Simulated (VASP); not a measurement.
# Si2Mo (fluorite type) (Fm-3m) in VASP: a series of runs

Si2Mo (fluorite type) is run at these levels: PBE; tasks: single point, relaxation of cell and atoms.

Everything below comes from runs of VASP 6.6.1. Logs are shortened: lines on timing, memory, paths and dates and some standing lists are left out, and cuts for length are marked.

**1. The cell of the first run**

It takes space group Fm-3m (No. 225, cubic). The conventional cell has a = 5.560 Å, b = 5.560 Å, c = 5.560 Å, α = 90.00°, β = 90.00°, γ = 90.00°. Mo (site symmetry m-3m) has 8 Si at 2.41 Å within 3.2 Å. Si (site symmetry -43m) has 4 Mo at 2.41 Å and 6 Si at 2.78 Å within 3.2 Å.

**2. Single point, PBE**

INCAR

```
ALGO = Normal
EDIFF = 1E-6
ENCUT = 520
GGA = PE
ISIF = 2
ISMEAR = -1
LASPH = T
LCHARG = F
LREAL = F
LWAVE = F
NBANDS = 18
NELM = 100
PREC = Accurate
SIGMA = 0.05
```

KPOINTS

```
k-points
0
Gamma
  10 10 10
```

POSCAR

```
Si2Mo
1.0
    0.0000000000      2.7799327738      2.7799327738
    2.7799327738      0.0000000000      2.7799327738
    2.7799327738      2.7799327738      0.0000000000
Mo Si
1 2
Direct
    0.0000000000      0.0000000000      0.0000000000
    0.2500000000      0.2500000000      0.2500000000
    0.7500000000      0.7500000000      0.7500000000
```

Potentials or basis: VASP PAW PBE potentials, release 64 (Mo_sv, Si).

Started as:

```console
cat potpaw_PBE.64/Mo_sv/POTCAR potpaw_PBE.64/Si/POTCAR > POTCAR
mpirun -np 1 vasp_std > vasp.out
```

OUTCAR:

```text
EDIFF = 1E-6
   ENCUT = 520
   GGA = PE
   ISIF = 2
   ISMEAR = -1
   LASPH = T
   LREAL = F
   NELM = 100
   PREC = Accurate

 ion  position               nearest neighbor table
   1  0.000  0.000  0.000-   3 2.41   2 2.41   3 2.41   2 2.41   3 2.41   3 2.41   2 2.41   2 2.41

   2  0.250  0.250  0.250-   1 2.41   1 2.41   1 2.41   1 2.41   3 2.78   3 2.78   3 2.78   3 2.78
                             3 2.78   3 2.78
   3  0.750  0.750  0.750-   1 2.41   1 2.41   1 2.41   1 2.41   2 2.78   2 2.78   2 2.78   2 2.78
                             2 2.78   2 2.78

  LATTYP: Found a face centered cubic cell.
 ALAT       =     5.5598655476

  Lattice vectors:

 A1 = (   0.0000000000,   2.7799327738,   2.7799327738)
 A2 = (   2.7799327738,   0.0000000000,   2.7799327738)
 A3 = (   2.7799327738,   2.7799327738,   0.0000000000)

Analysis of symmetry for initial positions (statically):
=====================================================================
 Subroutine PRICEL returns:
 Original cell was already a primitive cell.

 Routine SETGRP: Setting up the symmetry group for a
 face centered cubic supercell.

 Subroutine GETGRP returns: Found 48 space group operations
 (whereof 48 operations were pure point group operations)
 out of a pool of 48 trial point group operations.

The static configuration has the point symmetry O_h .

Analysis of symmetry for dynamics (positions and initial velocities):
=====================================================================
 Subroutine PRICEL returns:
 Original cell was already a primitive cell.

 Routine SETGRP: Setting up the symmetry group for a
 face centered cubic supercell.

 Subroutine GETGRP returns: Found 48 space group operations
 (whereof 48 operations were pure point group operations)
 out of a pool of 48 trial point group operations.

The dynamic configuration has the point symmetry O_h .

 Subroutine INISYM returns: Found 48 space group operations
 (whereof 48 operations are pure point group operations),
 and found     1 'primitive' translations

----------------------------------------------------------------------------------------

                                     Primitive cell

  volume of cell :      42.9668

  direct lattice vectors                    reciprocal lattice vectors
     0.000000000  2.779932774  2.779932774    -0.179860465  0.179860465  0.179860465
     2.779932774  0.000000000  2.779932774     0.179860465 -0.179860465  0.179860465
     2.779932774  2.779932774  0.000000000     0.179860465  0.179860465 -0.179860465

  length of vectors
     3.931418631  3.931418631  3.931418631     0.311527463  0.311527463  0.311527463

  position of ions in fractional coordinates (direct lattice)
     0.000000000  0.000000000  0.000000000
     0.250000000  0.250000000  0.250000000
     0.750000000  0.750000000  0.750000000

  ion indices of the primitive-cell ions
   primitive index   ion index
                 1           1
                 2           2
                 3           3

----------------------------------------------------------------------------------------

 KPOINTS: k-points

Automatic generation of k-mesh.
 Grid dimensions read from file:
 generate k-points for:   10   10   10

 Generating k-lattice:

  Cartesian coordinates                     Fractional coordinates (reciprocal lattice)
    -0.017986046  0.017986046  0.017986046     0.100000000  0.000000000  0.000000000
     0.017986046 -0.017986046  0.017986046     0.000000000  0.100000000  0.000000000
     0.017986046  0.017986046 -0.017986046     0.000000000  0.000000000  0.100000000

  Length of vectors
     0.031152746  0.031152746  0.031152746

  Shift w.r.t. Gamma in fractional coordinates (k-lattice)
     0.000000000  0.000000000  0.000000000

 Subroutine IBZKPT returns following result:
 ===========================================

 Found     47 irreducible k-points:

 Following reciprocal coordinates:
            Coordinates               Weight
  0.000000  0.000000  0.000000      1.000000
  0.100000  0.000000  0.000000      8.000000
  0.200000  0.000000  0.000000      8.000000
  0.300000  0.000000  0.000000      8.000000
  0.400000  0.000000  0.000000      8.000000
  0.500000  0.000000  0.000000      4.000000
[... 16 lines left out ...]
  0.300000  0.300000  0.000000      6.000000
  0.400000  0.300000  0.000000     24.000000
 [... further k-points ...]
   k-points           NKPTS =     47   k-points in BZ     NKDIM =     47   number of bands    NBANDS=     18
   number of dos      NEDOS =    301   number of ions     NIONS =      3
   total plane-waves  NPLWV =  27000
   dimension x,y,z NGX =    30 NGY =   30 NGZ =   30
   dimension x,y,z NGXF=    60 NGYF=   60 NGZF=   60
   ions per type =               1   2
   NGX,Y,Z   is equivalent  to a cutoff of  12.69, 12.69, 12.69 a.u.
   NGXF,Y,Z  is equivalent  to a cutoff of  25.37, 25.37, 25.37 a.u.
 SYSTEM =  unknown system
[... 93 lines left out ...]
      4     -23.2702      2.00000
      5      -0.8512      2.00000
      6       4.6762      2.00000
[... 10 lines left out ...]
     17      16.3458      0.00000
     18      19.5320      0.00000

 k-point     4 :       0.3000    0.0000    0.0000
  band No.  band energies     occupation
      1     -48.9512      2.00000
      2     -23.3197      2.00000
      3     -23.2740      2.00000
      4     -23.2740      2.00000
      5      -0.1477      2.00000
      6       3.8074      2.00000
[... 10 lines left out ...]
     17      17.3644      0.00000
     18      20.2538      0.00000

 k-point     5 :       0.4000    0.0000    0.0000
  band No.  band energies     occupation
      1     -48.9501      2.00000
      2     -23.3399      2.00000
      3     -23.2770      2.00000
      4     -23.2770      2.00000
      5       0.6730      2.00000
      6       3.0008      2.00000
[... 10 lines left out ...]
     17      18.0404      0.00000
     18      21.1173      0.00000

 k-point     6 :       0.5000    0.0000    0.0000
  band No.  band energies     occupation
      1     -48.9497      2.00000
      2     -23.3476      2.00000
      3     -23.2782      2.00000
      4     -23.2782      2.00000
      5       1.1922      2.00000
      6       2.5155      2.00000
[... 10 lines left out ...]
     17      18.2511      0.00000
     18      20.1537      0.00000

 k-point     7 :       0.1000    0.1000    0.0000
  band No.  band energies     occupation
      1     -48.9534      2.00000
      2     -23.2739      2.00000
      3     -23.2689      2.00000
      4     -23.2689      2.00000
      5      -1.2575      2.00000
      6       5.4452      2.00000
[... 10 lines left out ...]
     17      15.6404      0.00000
     18      18.6922      0.00000

 k-point     8 :       0.2000    0.1000    0.0000
  band No.  band energies     occupation
      1     -48.9525      2.00000
      2     -23.2892      2.00000
      3     -23.2723      2.00000
      4     -23.2713      2.00000
      5      -0.8953      2.00000
      6       4.8183      2.00000
[... 10 lines left out ...]
     17      16.3341      0.00000
     18      18.5557      0.00000
[... 229 lines left out ...]
     17      18.1858      0.00000
     18      19.0290      0.00000

 k-point    20 :      -0.4000    0.2000    0.0000
  band No.  band energies     occupation
      1     -48.9492      2.00000
      2     -23.3373      2.00000
      3     -23.2987      2.00000
      4     -23.2822      2.00000
      5       1.6401      2.00000
      6       2.7115      2.00000
[... 10 lines left out ...]
     17      18.9614      0.00000
     18      19.9789      0.00000

 k-point    21 :      -0.3000    0.2000    0.0000
  band No.  band energies     occupation
      1     -48.9497      2.00000
      2     -23.3284      2.00000
      3     -23.2974      2.00000
      4     -23.2782      2.00000
      5       0.8961      2.00000
      6       3.2659      2.00000
[... 10 lines left out ...]
     17      18.6951      0.00000
     18      20.1718      0.00000

 k-point    22 :      -0.2000    0.2000    0.0000
  band No.  band energies     occupation
      1     -48.9507      2.00000
      2     -23.3160      2.00000
      3     -23.2892      2.00000
      4     -23.2739      2.00000
      5       0.1067      2.00000
      6       3.8077      2.00000
[... 10 lines left out ...]
     17      17.7107      0.00000
     18      18.9324      0.00000

 k-point    23 :       0.3000    0.3000    0.0000
  band No.  band energies     occupation
      1     -48.9503      2.00000
      2     -23.3195      2.00000
      3     -23.2855      2.00000
      4     -23.2855      2.00000
      5       0.3551      2.00000
      6       3.8178      2.00000
[... 10 lines left out ...]
     17      17.4764      0.00000
     18      19.0011      0.00000

 k-point    24 :       0.4000    0.3000    0.0000
  band No.  band energies     occupation
      1     -48.9494      2.00000
      2     -23.3307      2.00000
      3     -23.2916      2.00000
      4     -23.2890      2.00000
      5       1.0284      2.00000
      6       3.4729      2.00000
[... 10 lines left out ...]
     17      18.4266      0.00000
     18      18.8856      0.00000

 [... further k-points ...]
[... 5 lines left out ...]
  --------------------------------------------------------------------------------------
  -------------------------------------------------------------------------------------
  Total        7.5665134      7.5665134      7.5665134      0.0000000      0.0000000      0.0000000
  in kB      282.1457492    282.1457492    282.1457492      0.0000000      0.0000000      0.0000000
  external PRESSURE =     282.1457492 kB  Pullay stress =       0.0000000 kB

 VOLUME and BASIS-vectors are now :
 -----------------------------------------------------------------------------
  energy-cutoff  :      520.00
  volume of cell :       42.97
      direct lattice vectors                 reciprocal lattice vectors
     0.000000000  2.779932774  2.779932774    -0.179860465  0.179860465  0.179860465
     2.779932774  0.000000000  2.779932774     0.179860465 -0.179860465  0.179860465
     2.779932774  2.779932774  0.000000000     0.179860465  0.179860465 -0.179860465

 POSITION                                       TOTAL-FORCE (eV/Angst)
 -----------------------------------------------------------------------------------
      0.00000      0.00000      0.00000         0.000000      0.000000      0.000000
      1.38997      1.38997      1.38997        -0.000000      0.000000     -0.000000
      4.16990      4.16990      4.16990        -0.000000     -0.000000      0.000000
 -----------------------------------------------------------------------------------
    total drift:                                0.000000     -0.000000     -0.000000

  FREE ENERGIE OF THE ION-ELECTRON SYSTEM (eV)
  ---------------------------------------------------
  free  energy   TOTEN  =       -20.2187137748 eV

  energy  without entropy=      -20.2028144406  energy(sigma->0) =      -20.21076411
```

Wall time 48 s (1 thread of Intel Xeon 8259CL, shared host); peak memory 0.19 GiB.

What came out:

```yaml
Free_energy: -20.2187 eV
Pressure: 28.2 GPa
Band_gap_on_the_k_mesh: zero (bands 11 and 12 overlap by 1.81 eV)
```

Levels at points of the mesh, in eV from the Fermi level:
```
           k point  band 7  band 8  band 9  band 10  band 11  band 12  band 13  band 14  band 15  band 16
(0.00, 0.00, 0.00)   -5.17   -5.17   -1.50    -1.50    -1.45     3.92     3.92     3.92     5.44     5.44
(0.50, 0.00, 0.00)   -4.47   -4.47   -1.51    -0.65    -0.65    -0.14    -0.14     1.14     6.95     7.13
(0.50, 0.50, 0.00)   -7.13   -3.13   -3.13    -1.42    -1.42    -0.79     0.14     5.86     6.38     6.69
```

Caveat: the cell stands under pressure.

**3. Single point, PBE**

INCAR

```
  PREC = Accurate
  ENCUT = 520
  EDIFF = 1E-6
  ISMEAR = -1
  SIGMA = 0.05
  LREAL = F
  LASPH = T
  NELM = 60
  ALGO = Normal
  ISIF = 2
  LWAVE = F
  LCHARG = T
  GGA = PE
  LELF = T
  LVHAR = T
  NBANDS = 18
```

KPOINTS

```
regular mesh
0
Gamma
  10 10 10
```

POSCAR

```
Si2Mo
1.0
    0.0000000000      2.7800886020      2.7800886020
    2.7800886020      0.0000000000      2.7800886020
    2.7800886020      2.7800886020      0.0000000000
Mo Si
1 2
Direct
    0.0000000000      0.0000000000      0.0000000000
    0.2500000000      0.2500000000      0.2500000000
    0.7500000000      0.7500000000      0.7500000000
```

Potentials or basis: VASP PAW PBE potentials, release 64 (Mo_sv, Si).

Started as:

```console
cat potpaw_PBE.64/Mo_sv/POTCAR potpaw_PBE.64/Si/POTCAR > POTCAR
mpirun -np 1 vasp_std > vasp.out
```

Run time: 47 s. Hardware: 1 thread of Intel Xeon 8259CL, shared host; peak memory 0.19 GiB.

It converged, with:

```yaml
Free_energy: -20.2200 eV
Pressure: 28.2 GPa
Band_gap_on_the_k_mesh: zero (bands 11 and 12 overlap by 1.81 eV)
```

Levels at points of the mesh, in eV from the Fermi level:
```csv
k point,band 8,band 9,band 10,band 11,band 12,band 13,band 14,band 15
"(0.00, 0.00, 0.00)",-5.17,-1.50,-1.50,-1.45,3.92,3.92,3.92,5.44
"(0.50, 0.00, 0.00)",-4.47,-1.51,-0.65,-0.65,-0.14,-0.14,1.14,6.94
"(0.50, 0.50, 0.00)",-3.13,-3.13,-1.42,-1.42,-0.79,0.14,5.85,6.38
```

Caveat: the cell stands under pressure.

**4. Relaxation of cell and atoms, PBE, target pressure 28 GPa, at which the enthalpy is minimised**

This run uses another cell than the first one, of 12.22 Å³/atom.

INCAR

```
ALGO     = Normal         # electronic algorithm
EDIFF    = 1E-7           # SCF threshold, eV
EDIFFG   = -0.005         # ionic threshold
ENCUT    = 600            # plane-wave cutoff, eV
GGA      = PE             # functional
IBRION   = 2              # ionic algorithm
ISIF     = 3              # what is computed and relaxed
ISMEAR   = -1             # smearing method
LASPH    = T              # aspherical terms in the spheres
LCHARG   = F              # write CHGCAR
LREAL    = F              # projectors in reciprocal space
LWAVE    = F              # write WAVECAR
NELM     = 80             # most SCF steps
NSW      = 60             # ionic steps
PREC     = Accurate       # precision mode
PSTRESS  = 280.0        
SIGMA    = 0.05           # smearing width, eV
```

KPOINTS

```
k-points
0
Gamma
  10 10 10
```

POSCAR

```
Si2Mo
1.0
    0.0000000000      2.6365701876      2.6365701876
    2.6365701876      0.0000000000      2.6365701876
    2.6365701876      2.6365701876      0.0000000000
Mo Si
1 2
Direct
    0.0000000000      0.0000000000      0.0000000000
    0.2500000000      0.2500000000      0.2500000000
    0.7500000000      0.7500000000      0.7500000000
```

Started as:

```console
cat potpaw_PBE.64/Mo_sv/POTCAR potpaw_PBE.64/Si/POTCAR > POTCAR
mpirun -np 1 vasp_std > vasp.out
```

It took 5.2 min on 1 thread of Intel Xeon 8259CL, shared host; peak memory 0.2 GiB.

The run converged. Its results:

* Free energy: -20.2207 eV
* Relaxed volume: 14.33 Å³/atom
* Relaxed cell: a = 3.932 Å, b = 3.932 Å, c = 3.932 Å, α = 60.00°, β = 60.00°, γ = 60.00°
* Space group after relaxing (to 0.1 Å): Fm-3m (No. 225)
* Energy change on relaxing (the run minimises the enthalpy): -665.5 meV/atom
* Ionic steps: 20
* Pressure after relaxing: 28.0 GPa
* Band gap on the k mesh: zero (bands 11 and 12 overlap by 1.81 eV)

Step by step:
| step | energy change (eV) | largest force (eV/Å) | pressure (GPa) | volume (Å³) |
| --- | --- | --- | --- | --- |
| 1 | 0.0000 | 0.0000 | 78.63 | 36.66 |
| 2 | -1.8482 | 0.0000 | -17.13 | 61.19 |
| 3 | -2.1360 | 0.0000 | 23.38 | 43.86 |
| 4 | -2.0176 | 0.0000 | 27.38 | 43.11 |
| 5 | -1.9940 | 0.0000 | 28.13 | 42.98 |
| 6 | -1.9941 | 0.0000 | 28.13 | 42.98 |
| 7 | -1.9942 | 0.0000 | 28.12 | 42.98 |
| 8 | -1.9942 | 0.0000 | 28.13 | 42.98 |
| 9 | -1.9942 | 0.0000 | 28.13 | 42.98 |
| 10 | -1.9942 | 0.0000 | 28.13 | 42.98 |
| 11 | -1.9942 | 0.0000 | 28.13 | 42.98 |
| 12 | -1.9942 | 0.0000 | 28.13 | 42.98 |
| 13 | -1.9942 | 0.0000 | 28.13 | 42.98 |
| 14 | -1.9942 | 0.0000 | 28.13 | 42.98 |
| 15 | -1.9942 | 0.0000 | 28.12 | 42.98 |
| 16 | -1.9943 | 0.0000 | 28.12 | 42.98 |
| 17 | -1.9945 | 0.0000 | 28.11 | 42.98 |
| 18 | -1.9948 | 0.0000 | 28.11 | 42.98 |
| 19 | -1.9954 | 0.0000 | 28.09 | 42.99 |
| 20 | -1.9966 | 0.0000 | 28.05 | 42.99 |

Final structure:
```
Mo Si
1.0
     0.00000    2.78050    2.78050
     2.78050    0.00000    2.78050
     2.78050    2.78050    0.00000
Mo Si
1 2
Direct
  0.00000 0.00000 0.00000
  0.25000 0.25000 0.25000
  0.75000 0.75000 0.75000
```

Levels at points of the mesh, in eV from the Fermi level:
| k point | band 8 | band 9 | band 10 | band 11 | band 12 | band 13 | band 14 | band 15 |
| --- | --- | --- | --- | --- | --- | --- | --- | --- |
| (0.00, 0.00, 0.00) | -5.17 | -1.50 | -1.50 | -1.45 | 3.92 | 3.92 | 3.92 | 5.43 |
| (0.50, 0.00, 0.00) | -4.47 | -1.51 | -0.65 | -0.65 | -0.14 | -0.14 | 1.14 | 6.94 |
| (0.50, 0.50, 0.00) | -3.13 | -3.13 | -1.42 | -1.42 | -0.79 | 0.14 | 5.85 | 6.38 |

Caveat: the cell is relaxed towards a set pressure, so the run minimises the enthalpy, not the energy; the volume moved by over 15 % at a fixed basis, so the end points are rough.

**5. Relaxation of cell and atoms, PBE, target pressure 28 GPa, at which the enthalpy is minimised**

INCAR

```
SYSTEM = Si2Mo
PREC = Accurate ; ENCUT = 600
EDIFF = 1E-6 ; ISMEAR = -1
SIGMA = 0.05 ; LREAL = .False.
LASPH = .True. ; NELM = 60
ALGO = Normal ; ISIF = 3
LWAVE = .False. ; LCHARG = .False.
GGA = PE ; IBRION = 2
NSW = 32 ; EDIFFG = -0.005
PSTRESS = 280.0
```

KPOINTS

```
regular mesh
0
Gamma
  10 10 10
  0 0 0
```

POSCAR

```
Si2Mo
1.0
    0.0000000000      2.7799327738      2.7799327738
    2.7799327738      0.0000000000      2.7799327738
    2.7799327738      2.7799327738      0.0000000000
Mo Si
1 2
Direct
    0.0000000000      0.0000000000      0.0000000000
    0.2500000000      0.2500000000      0.2500000000
    0.7500000000      0.7500000000      0.7500000000
```

Started as:

```console
cat potpaw_PBE.64/Mo_sv/POTCAR potpaw_PBE.64/Si/POTCAR > POTCAR
mpirun -np 1 vasp_std > vasp.out
```

Wall time 78 s (1 thread of Intel Xeon 8259CL, shared host); peak memory 0.21 GiB.

Results (log left out):

```yaml
Free_energy: -20.2248 eV
Relaxed_volume: 14.33 Å³/atom
Relaxed_cell: a = 3.932 Å, b = 3.932 Å, c = 3.932 Å, α = 60.00°, β = 60.00°, γ = 60.00°
Space_group_after_relaxing_to_0.1_Å: Fm-3m (No. 225)
Energy_change_on_relaxing_the_run_minimises_the_enthalpy: -1.9 meV/atom
Ionic_steps: 3
Pressure_after_relaxing: 28.0 GPa
Band_gap_on_the_k_mesh: zero (bands 11 and 12 overlap by 1.81 eV)
```

The path:
```tsv
step	energy change (eV)	largest force (eV/Å)	pressure (GPa)	volume (Å³)
1	0.0000	0.0000	28.18	42.97
2	-0.0179	0.0000	27.57	43.07
3	-0.0057	0.0000	27.99	43.00
```

Final structure:
```
CELL_PARAMETERS angstrom
0.00000 2.78064 2.78064
2.78064 0.00000 2.78064
2.78064 2.78064 0.00000
ATOMIC_POSITIONS crystal
Mo 0.00000 0.00000 0.00000
Si 0.25000 0.25000 0.25000
Si 0.75000 0.75000 0.75000
```

Levels at points of the mesh, in eV from the Fermi level:
| k point | band 8 | band 9 | band 10 | band 11 | band 12 | band 13 | band 14 | band 15 |
| --- | --- | --- | --- | --- | --- | --- | --- | --- |
| (0.00, 0.00, 0.00) | -5.17 | -1.50 | -1.50 | -1.45 | 3.92 | 3.92 | 3.92 | 5.43 |
| (0.50, 0.00, 0.00) | -4.47 | -1.51 | -0.65 | -0.65 | -0.14 | -0.14 | 1.14 | 6.94 |
| (0.50, 0.50, 0.00) | -3.13 | -3.13 | -1.42 | -1.42 | -0.79 | 0.14 | 5.85 | 6.38 |

Caveat: the cell is relaxed towards a set pressure, so the run minimises the enthalpy, not the energy.

**6. The runs side by side**

```csv
task,cell,cutoff (eV),gap on the mesh (eV),pressure (GPa)
single point,"a = 3.931 Å, angles 60.0°, 3 atoms",520,none,28.2
single point,"a = 3.932 Å, angles 60.0°, 3 atoms",520,none,28.2
relaxation of cell and atoms,"relaxed to 28 GPa from a = 3.729 Å, angles 60.0°, 3 atoms",600,none,28.0
relaxation of cell and atoms,"relaxed to 28 GPa from a = 3.931 Å, angles 60.0°, 3 atoms",600,none,28.0
```

Alike in all rows: level PBE; potentials or basis VASP PAW PBE potentials, release 64 (Mo_sv, Si); no spin polarisation; k mesh 10 × 10 × 10; smearing fermi-dirac 0.05 eV.

Caveats: the cell stands under pressure (at least some runs); the cell is relaxed towards a set pressure, so the run minimises the enthalpy, not the energy (at least some runs); the volume moved by over 15 % at a fixed basis, so the end points are rough (at least some runs).

Absolute energies hang on the potentials; compare differences alone.
